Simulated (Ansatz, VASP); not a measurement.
Two plane-wave programs on Sr

INCAR

```
SYSTEM = Sr
ALGO = Fast
EDIFF = 1E-7
ENCUT = 520
GGA = PE
ISIF = 2
ISMEAR = 0
LASPH = .TRUE.
LCHARG = .FALSE.
LREAL = .FALSE.
LWAVE = .FALSE.
NBANDS = 17
NELM = 60
PREC = Accurate
SIGMA = 0.15
```

KPOINTS

```
k-points
0
G
  12 12 6
  0 0 0
```

POSCAR

```
Sr
1.0
    4.8118955471      0.0000000000      0.0000000000
   -2.4059477736      3.3541069482      0.0000000000
    0.0000000000      0.0000000000      6.7678499241
Sr
2
Direct
    0.3333333333      0.6666666667      0.2500000000
    0.6666666667      0.3333333333      0.7500000000
```

Input for Ansatz:

```yaml
crystal:
  lattice:
    - [4.8118955471, 0.0, 0.0]
    - [-2.4059477736, 3.3541069482, 0.0]
    - [0.0, 0.0, 6.7678499241]
  atoms:
    - { symbol: Sr, position: [0.3333333333, 0.6666666667, 0.25] }
    - { symbol: Sr, position: [0.6666666667, 0.3333333333, 0.75] }
basis:
  ecutwfc: 420
kpoints:
  mp_grid: { grid: [12, 12, 6] }
hamiltonian:
  xc: pbe
scf:
  occupations: { method: gaussian, width: 0.15 }
output:
  forces: true
  stress: true
  eigenvalues: true
```

Change from the starting cell: strain +e along x and -e along y +0.1100, strain +e along z and -e/2 along x and y -0.0350.

Alike in both runs: task single point; functional PBE; k mesh 12 × 12 × 6; occupations gaussian, width 0.15 eV; no spin polarisation.

|  | VASP | Ansatz |
| --- | --- | --- |
| version | VASP 6.6.1 | Ansatz 0.2.0 |
| potentials or method | VASP PAW PBE potentials, release 64 (Sr_sv), cutoff 520 eV | scalar-relativistic, plane waves, PAW |
| valence electrons in the cell | 20 | 20 |

|  | VASP | Ansatz | Ansatz less VASP |
| --- | --- | --- | --- |
| gap on the k mesh at the Fermi level (eV) | none | none | - |
| pressure (GPa) | 0.2 | 0.2 | 0.00 |
| traceless stress, the component that is largest in VASP (GPa) | -1.28 | -1.27 | +0.002 |
| rms of the force components (eV/Å) | 0.133 | 0.133 | -0.0004 |

Atom by atom the forces differ by 0.000 eV/Å (rms over components). A gap of «none» marks a metal or a gap that the smearing closes. The functional is the same, so the differences come from potentials, cutoffs and numerics.
